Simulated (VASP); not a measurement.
## KCl: single point with PBE

Crystal: KCl.

```
CELL_PARAMETERS angstrom
0.00000 3.20775 3.13090
3.20775 0.00000 3.13090
3.20775 3.20775 0.00000
ATOMIC_POSITIONS crystal
K 0.00000 0.00000 0.00000
Cl 0.50000 0.50000 0.50000
```

This cell differs from its parent crystal: epitaxial xy strain +2.0%.

- Program: VASP 6.6.1
- Task: single point
- Functional: PBE
- Potentials or basis: VASP PAW PBE potentials, release 64 (K_sv, Cl)
- Cutoff: 520 eV
- k mesh: 8 × 8 × 8
- Occupations: fermi-dirac, width 0.02 eV
- Spin: no spin polarisation
- Dipole correction: no
- Further INCAR settings: ALGO = Normal; EDIFF = 1e-06; NBANDS = 15

```yaml
Pressure: 0.2 GPa
Band_gap_on_the_k_mesh: 5.06 eV, direct
```

Stress tensor (GPa, compression positive):
```
-0.08  0.00  0.00
 0.00 -0.08  0.00
 0.00  0.00  0.73
```

Levels at points of the mesh, in eV from the valence-band top:
| k point | band 5 | band 6 | band 7 | band 8 | band 9 | band 10 | band 11 | band 12 |
| --- | --- | --- | --- | --- | --- | --- | --- | --- |
| (0.00, 0.00, 0.00) | -10.75 | -0.01 | -0.01 | 0.00 | 5.06 | 8.30 | 8.30 | 8.45 |
| (0.50, 0.00, 0.00) | -10.52 | -1.01 | -0.31 | -0.31 | 7.48 | 8.45 | 10.39 | 10.43 |
| (0.50, 0.50, 0.00) | -10.80 | -0.62 | -0.24 | -0.24 | 6.52 | 8.21 | 9.97 | 10.20 |
| (0.50, 0.00, 0.50) | -10.79 | -0.65 | -0.22 | -0.21 | 6.56 | 8.18 | 9.81 | 10.15 |

Run time: 110 s on 1 thread of AMD EPYC 7R13 (shared host), peak memory 0.2 GiB.

Caveat: the cell differs from its parent crystal (epitaxial xy strain +2.0%). A k mesh can miss the band edges.
